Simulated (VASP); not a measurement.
Set up this calculation in VASP 6.6.1, as the native input.

```yaml
Task: single point
Functional: PBE
Dispersion: D3(BJ)
Potentials_or_basis: VASP PAW PBE potentials, release 64 (Mo_sv, Si)
Cutoff: 520 eV
k_mesh: 12 × 12 × 12
Occupations: fermi-dirac, width 0.05 eV
Spin: no spin polarisation
Dipole_correction: no
Further_INCAR_settings: ALGO = Normal; EDIFF = 1e-07; NBANDS = 18
```

The structure of Si2Mo lies in POSCAR:

```
Si2Mo
1.0
   -1.5891757002      1.5891757002      3.8984137936
    1.5891757002     -1.5891757002      3.8984137936
    1.5891757002      1.5891757002     -3.8984137936
Mo Si
1 2
Direct
    0.0000000000      0.0000000000      0.0000000000
    0.6654325969      0.6654325969      0.0000000000
    0.3345674031      0.3345674031      0.0000000000
```

One way to write it, as run:

INCAR

```
PREC     = Accurate       # precision mode
ENCUT    = 520            # plane-wave cutoff, eV
EDIFF    = 1E-7           # SCF threshold, eV
ISMEAR   = -1             # smearing method
SIGMA    = 0.05           # smearing width, eV
LREAL    = F              # projectors in reciprocal space
LASPH    = T              # aspherical terms in the spheres
NELM     = 60             # most SCF steps
ALGO     = Normal         # electronic algorithm
ISIF     = 2              # what is computed and relaxed
LWAVE    = F              # write WAVECAR
LCHARG   = F              # write CHGCAR
GGA      = PE             # functional
IVDW     = 12             # dispersion correction
NBANDS   = 18             # bands
```

KPOINTS

```
regular mesh
0
Gamma
  12 12 12
```

Potentials or basis: VASP PAW PBE potentials, release 64 (Mo_sv, Si).

Command:

```bash
$ cat potpaw_PBE.64/Mo_sv/POTCAR potpaw_PBE.64/Si/POTCAR > POTCAR
$ mpirun -np 1 vasp_std > vasp.out
```

It gave:

```yaml
Pressure: 0.2 GPa
Band_gap_on_the_k_mesh: zero (band 11 reaches 13.08 eV, above the bottom of band 12 at 12.10 eV)
Dispersion_energy_per_atom: -0.589 eV
```

Caveat: pairwise dispersion overbinds metals, which lowers pressure and volume.

Run time: 59 s on 1 thread of Intel(R) Xeon(R) 6975P-C (Granite Rapids) (shared host), peak memory 0.28 GiB.
